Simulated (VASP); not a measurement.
# SrVO3 (Pm-3m) in VASP: notebook

Aim: see how the results for SrVO3 move with the level of theory and the settings. Levels: PBE+U, revPBE+U. Tasks: single point.

Program: VASP 6.6.1. These are calculated values, not measurements. Logs are shortened: lines on timing, memory, paths and dates and some standing lists are left out, and cuts for length are marked.

### Step 1. The cell of the first run

The structure is cubic, space group Pm-3m (No. 221). The conventional cell has a = 3.915 Å, b = 3.915 Å, c = 3.915 Å, α = 90.00°, β = 90.00°, γ = 90.00°. Within 2.6 Å of V (site symmetry m-3m) lie 6 O at 1.96 Å. Within 2.6 Å of O (site symmetry 4/mmm) lie 2 V at 1.96 Å. Within 3.6 Å of Sr (site symmetry m-3m) lie 12 O at 2.77 Å and 8 V at 3.39 Å.

### Step 2. Single point, PBE+U, collinear spin, ferromagnetic start

Input file INCAR:

```
ALGO = Normal
EDIFF = 1E-7
ENCUT = 520
GGA = PE
ISIF = 2
ISMEAR = -1
ISPIN = 2
LASPH = True
LCHARG = False
LDAU = True
LDAUJ = 0 0 0
LDAUL = 2 -1 -1
LDAUPRINT = 1
LDAUTYPE = 2
LDAUU = 4.35 0 0
LMAXMIX = 4
LORBIT = 11
LREAL = False
LWAVE = False
MAGMOM = 0.9 0 0 0 0
NBANDS = 32
NELM = 150
PREC = Accurate
SIGMA = 0.0153
```

Input file KPOINTS:

```
k-points
0
Gamma
  5 5 5
```

Input file POSCAR:

```
SrVO3
1.0
    3.9154115200      0.0000000000      0.0000000000
    0.0000000000      3.9154115200      0.0000000000
    0.0000000000      0.0000000000      3.9154115200
V O Sr
1 3 1
Direct
    0.0000000000      0.0000000000      0.0000000000
    0.5000000000      0.0000000000      0.0000000000
    0.0000000000      0.5000000000      0.0000000000
    0.0000000000      0.0000000000      0.5000000000
    0.5000000000      0.5000000000      0.5000000000
```

Potentials or basis: VASP PAW PBE potentials, release 64 (V_sv, O, Sr_sv).

Started as:

```sh
> cat potpaw_PBE.64/V_sv/POTCAR potpaw_PBE.64/O/POTCAR potpaw_PBE.64/Sr_sv/POTCAR > POTCAR
> mpirun -np 1 vasp_std > vasp.out
```

OUTCAR:

```text
EDIFF = 1E-7
   ENCUT = 520
   GGA = PE
   ISIF = 2
   ISMEAR = -1
   ISPIN = 2
   LASPH = True
   LORBIT = 11
   LREAL = False
   NELM = 150
   PREC = Accurate

 ion  position               nearest neighbor table
   1  0.000  0.000  0.000-   2 1.96   3 1.96   4 1.96   4 1.96   3 1.96   2 1.96   5 3.39   5 3.39
                             5 3.39   5 3.39   5 3.39   5 3.39   5 3.39   5 3.39
   2  0.500  0.000  0.000-   1 1.96   1 1.96   5 2.77   5 2.77   5 2.77   5 2.77
   3  0.000  0.500  0.000-   1 1.96   1 1.96   5 2.77   5 2.77   5 2.77   5 2.77
   4  0.000  0.000  0.500-   1 1.96   1 1.96   5 2.77   5 2.77   5 2.77   5 2.77
   5  0.500  0.500  0.500-   2 2.77   3 2.77   4 2.77   2 2.77   3 2.77   2 2.77   4 2.77   2 2.77
                             3 2.77   4 2.77   3 2.77   4 2.77   1 3.39   1 3.39   1 3.39   1 3.39

  LATTYP: Found a simple cubic cell.
 ALAT       =     3.9154115200

  Lattice vectors:

 A1 = (   3.9154115200,   0.0000000000,   0.0000000000)
 A2 = (   0.0000000000,   3.9154115200,   0.0000000000)
 A3 = (   0.0000000000,   0.0000000000,   3.9154115200)

Analysis of symmetry for initial positions (statically):
=====================================================================
 Subroutine PRICEL returns:
 Original cell was already a primitive cell.

 Routine SETGRP: Setting up the symmetry group for a
 simple cubic supercell.

 Subroutine GETGRP returns: Found 48 space group operations
 (whereof 48 operations were pure point group operations)
 out of a pool of 48 trial point group operations.

The static configuration has the point symmetry O_h .

Analysis of symmetry for dynamics (positions and initial velocities):
=====================================================================
 Subroutine PRICEL returns:
 Original cell was already a primitive cell.

 Routine SETGRP: Setting up the symmetry group for a
 simple cubic supercell.

 Subroutine GETGRP returns: Found 48 space group operations
 (whereof 48 operations were pure point group operations)
 out of a pool of 48 trial point group operations.

The dynamic configuration has the point symmetry O_h .

Analysis of structural, dynamic, and magnetic symmetry:
=====================================================================
 Subroutine PRICEL returns:
 Original cell was already a primitive cell.

 Routine SETGRP: Setting up the symmetry group for a
 simple cubic supercell.

 Subroutine GETGRP returns: Found 48 space group operations
 (whereof 48 operations were pure point group operations)
 out of a pool of 48 trial point group operations.

The overall configuration has the point symmetry O_h .

 Subroutine INISYM returns: Found 48 space group operations
 (whereof 48 operations are pure point group operations),
 and found     1 'primitive' translations

----------------------------------------------------------------------------------------

                                     Primitive cell

  volume of cell :      60.0250

  direct lattice vectors                    reciprocal lattice vectors
     3.915411520  0.000000000  0.000000000     0.255400995  0.000000000  0.000000000
     0.000000000  3.915411520  0.000000000     0.000000000  0.255400995  0.000000000
     0.000000000  0.000000000  3.915411520     0.000000000  0.000000000  0.255400995

  length of vectors
     3.915411520  3.915411520  3.915411520     0.255400995  0.255400995  0.255400995

  position of ions in fractional coordinates (direct lattice)
     0.000000000  0.000000000  0.000000000
     0.500000000  0.000000000  0.000000000
     0.000000000  0.500000000  0.000000000
     0.000000000  0.000000000  0.500000000
     0.500000000  0.500000000  0.500000000
[... 83 lines left out ...]
   IMIX   =      4    mixing-type and parameters
     AMIX     =   0.40;   BMIX     =  1.00
     AMIX_MAG =   1.60;   BMIX_MAG =  1.00
  volume/ion in A,a.u.               =      12.01        81.01
  Fermi-wavevector in a.u.,A,eV,Ry     =   1.441757  2.724525 28.281926  2.078663
  Thomas-Fermi vector in A             =   2.560353
   LORBIT       =     11    0 simple, 1 ext, 2 COOP (PROOUT), +10 PAW based schemes
 LDA+U is selected, type is set to LDAUTYPE =  2
   angular momentum for each species LDAUL =     2   -1   -1
   U (eV)           for each species LDAUU =   4.3  0.0  0.0
   J (eV)           for each species LDAUJ =   0.0  0.0  0.0
   GGA     = PE    functional components
   LHFCALC =     F    Hartree Fock is set to
   AEXX    =    0.0000 exact exchange contribution
   IVDW    =     0    specifies the selected vdW correction
   LEPSILON=     F    determine dielectric tensor
   LRPA    =     F    only Hartree local field effects (RPA)
 spin polarized calculation
  energy-cutoff  :      520.00
  volume of cell :       60.03
 maximum number of plane-waves:      1628
 NGX is ok and might be reduce to    30
   NGX = 15   NGY = 15   NGZ = 15

atom =   1  type =  1  l = 2

 onsite density matrix

spin component  1

  0.4657 -0.0000 -0.0000 -0.0000 -0.0000
 -0.0000  0.4657 -0.0000 -0.0000  0.0000
 -0.0000 -0.0000  0.2949 -0.0000 -0.0000
 -0.0000 -0.0000 -0.0000  0.4657  0.0000
 -0.0000  0.0000 -0.0000  0.0000  0.2949

spin component  2

  0.0923  0.0000  0.0000  0.0000  0.0000
  0.0000  0.0923 -0.0000  0.0000 -0.0000
  0.0000 -0.0000  0.2633 -0.0000 -0.0000
  0.0000  0.0000 -0.0000  0.0923  0.0000
  0.0000 -0.0000 -0.0000  0.0000  0.2633

 occupancies and eigenvectors

  o =  0.0923  v =  0.0000  0.0000  0.0000  0.0000  0.0000  0.0000  0.9737 -0.0000  0.2278  0.0000      0.0000  0.0000  0.0000  0.0000  0.0000  0.0000  0.0000  0.0000  0.0000  0.0000
  o =  0.0923  v =  0.0000  0.0000  0.0000  0.0000  0.0000  0.0000 -0.2278 -0.0000  0.9737 -0.0000      0.0000  0.0000  0.0000  0.0000  0.0000  0.0000  0.0000  0.0000  0.0000  0.0000
  o =  0.0923  v =  0.0000  0.0000  0.0000  0.0000  0.0000  1.0000  0.0000  0.0000  0.0000  0.0000      0.0000  0.0000  0.0000  0.0000  0.0000  0.0000  0.0000  0.0000  0.0000  0.0000
  o =  0.2633  v =  0.0000  0.0000  0.0000  0.0000  0.0000  0.0000  0.0000  1.0000  0.0000  0.0016      0.0000  0.0000  0.0000  0.0000  0.0000  0.0000  0.0000  0.0000  0.0000  0.0000
  o =  0.2633  v =  0.0000  0.0000  0.0000  0.0000  0.0000  0.0000  0.0000  0.0016 -0.0000 -1.0000      0.0000  0.0000  0.0000  0.0000  0.0000  0.0000  0.0000  0.0000  0.0000  0.0000
  o =  0.2949  v =  0.0000 -0.0000 -1.0000  0.0000  0.0004  0.0000  0.0000  0.0000  0.0000  0.0000      0.0000  0.0000  0.0000  0.0000  0.0000  0.0000  0.0000  0.0000  0.0000  0.0000
  o =  0.2949  v =  0.0000 -0.0000  0.0004  0.0000  1.0000  0.0000  0.0000  0.0000  0.0000  0.0000      0.0000  0.0000  0.0000  0.0000  0.0000  0.0000  0.0000  0.0000  0.0000  0.0000
  o =  0.4657  v =  0.0000  0.7607  0.0000  0.6490  0.0000  0.0000  0.0000  0.0000  0.0000  0.0000      0.0000  0.0000  0.0000  0.0000  0.0000  0.0000  0.0000  0.0000  0.0000  0.0000
  o =  0.4657  v =  0.0000  0.6490 -0.0000 -0.7607  0.0000  0.0000  0.0000  0.0000  0.0000  0.0000      0.0000  0.0000  0.0000  0.0000  0.0000  0.0000  0.0000  0.0000  0.0000  0.0000
  o =  0.4657  v =  1.0000  0.0000  0.0000  0.0000  0.0000  0.0000  0.0000  0.0000  0.0000  0.0000      0.0000  0.0000  0.0000  0.0000  0.0000  0.0000  0.0000  0.0000  0.0000  0.0000

 number of electron      41.0000016 magnetization       1.0000030

 Free energy of the ion-electron system (eV)
  ---------------------------------------------------
  ext. energy  EPLUGINS =         0.00000000
  ---------------------------------------------------
  free energy    TOTEN  =       -35.16089733 eV

  energy without entropy =      -35.15817562  energy(sigma->0) =      -35.15953647

 E-fermi :   5.1319     XC(G=0): -11.2605

 val. band max:        5.1183834169   @ k =   0.4000   0.2000   0.2000
 cond. band min:       5.6195994585   @ k =   0.4000   0.4000   0.0000
 fundamental gap:      0.5012160416
 Fermi energy:         5.1319071430

 spin component 1

 k-point     1 :       0.0000    0.0000    0.0000
  band No.  band energies     occupation
      1     -61.3982      1.00000
      2     -35.1739      1.00000
      3     -35.1739      1.00000
      4     -35.1739      1.00000
      5     -28.8244      1.00000
      6     -13.5849      1.00000
[... 339 lines left out ...]
     31      14.5348      0.00000
     32      17.7267      0.00000
 Fermi energy:         5.1319071430

 spin component 2

 k-point     1 :       0.0000    0.0000    0.0000
  band No.  band energies     occupation
      1     -60.1412      1.00000
      2     -33.9330      1.00000
      3     -33.9330      1.00000
      4     -33.9330      1.00000
      5     -28.8267      1.00000
      6     -13.6722      1.00000
[... 339 lines left out ...]
     31      14.5634      0.00000
     32      17.7343      0.00000

------------------------ aborting loop because EDIFF is reached ----------------------------------------

  FORCE on cell =-STRESS in cart. coord.  units (eV):
  Direction    XX          YY          ZZ          XY          YZ          ZX
  --------------------------------------------------------------------------------------
  -------------------------------------------------------------------------------------
  Total       -0.4372737     -0.4372737     -0.4372737      0.0000000      0.0000000      0.0000000
  in kB      -11.6716352    -11.6716352    -11.6716352      0.0000000      0.0000000      0.0000000
  external PRESSURE =     -11.6716352 kB  Pullay stress =       0.0000000 kB

 VOLUME and BASIS-vectors are now :
 -----------------------------------------------------------------------------
  energy-cutoff  :      520.00
  volume of cell :       60.03
      direct lattice vectors                 reciprocal lattice vectors
     3.915411520  0.000000000  0.000000000     0.255400995  0.000000000  0.000000000
     0.000000000  3.915411520  0.000000000     0.000000000  0.255400995  0.000000000
     0.000000000  0.000000000  3.915411520     0.000000000  0.000000000  0.255400995

 POSITION                                       TOTAL-FORCE (eV/Angst)
 -----------------------------------------------------------------------------------
      0.00000      0.00000      0.00000         0.000000      0.000000      0.000000
      1.95771      0.00000      0.00000         0.000000      0.000000      0.000000
      0.00000      1.95771      0.00000         0.000000      0.000000      0.000000
      0.00000      0.00000      1.95771         0.000000      0.000000      0.000000
      1.95771      1.95771      1.95771         0.000000      0.000000      0.000000
 -----------------------------------------------------------------------------------
    total drift:                                0.000000     -0.000000      0.000000

  FREE ENERGIE OF THE ION-ELECTRON SYSTEM (eV)
  ---------------------------------------------------
  free  energy   TOTEN  =       -35.1608973310 eV

  energy  without entropy=      -35.1581756182  energy(sigma->0) =      -35.15953647

 total charge

# of ion       s       p       d       tot
------------------------------------------
    1        2.274   6.320   2.759  11.353
    2        1.562   3.473   0.000   5.034
    3        1.562   3.473   0.000   5.034
    4        1.562   3.473   0.000   5.034
    5        1.997   5.792   0.196   7.986
--------------------------------------------------
tot          8.956  22.531   2.955  34.442

 magnetization (x)

# of ion       s       p       d       tot
------------------------------------------
    1        0.010   0.012   1.180   1.201
    2       -0.002  -0.078   0.000  -0.080
    3       -0.002  -0.078   0.000  -0.080
    4       -0.002  -0.078   0.000  -0.080
    5       -0.000  -0.002   0.001  -0.002
--------------------------------------------------
tot          0.002  -0.224   1.181   0.959
```

Run time: 41 s. Hardware: 1 thread of Intel Xeon Platinum 8488C (Sapphire Rapids), shared host; peak memory 0.19 GiB.

Results:

```yaml
Free_energy: -35.1609 eV
Pressure: -1.2 GPa
Band_gap_on_the_k_mesh: zero (filled and empty bands overlap)
Net_moment: 1.00 μB per cell
Site_moments: V +1.20; O -0.08; Sr -0.00 μB
Valence_electrons_inside_the_program's_atomic_spheres: V 11.35; O 5.03; Sr 7.99
```

Levels at points of the mesh, in eV from the Fermi level:
Spin up:
| k point | band 18 | band 19 | band 20 | band 21 | band 22 | band 23 | band 24 | band 25 |
| --- | --- | --- | --- | --- | --- | --- | --- | --- |
| (0.00, 0.00, 0.00) | -1.58 | -1.58 | -1.58 | -1.30 | -1.30 | -1.30 | 1.66 | 1.66 |
Spin down:
```csv
k point,band 18,band 19,band 20,band 21,band 22,band 23
"(0.00, 0.00, 0.00)",-1.71,-1.71,-1.71,1.45,1.45,1.45
```

Eigenvalues of the final occupation matrices:
| site | spin | trace | eigenvalues |
| --- | --- | --- | --- |
| site 1 d | 1 | 1.99 | 0.29 0.29 0.47 0.47 0.47 |
| site 1 d | 2 | 0.80 | 0.09 0.09 0.09 0.26 0.26 |

The state reached can hang on the start; a lower one may exist.

(Continued in part 2 of 2.)

The gap in the log of VASP goes by the Fermi energy; the results here count the filled bands.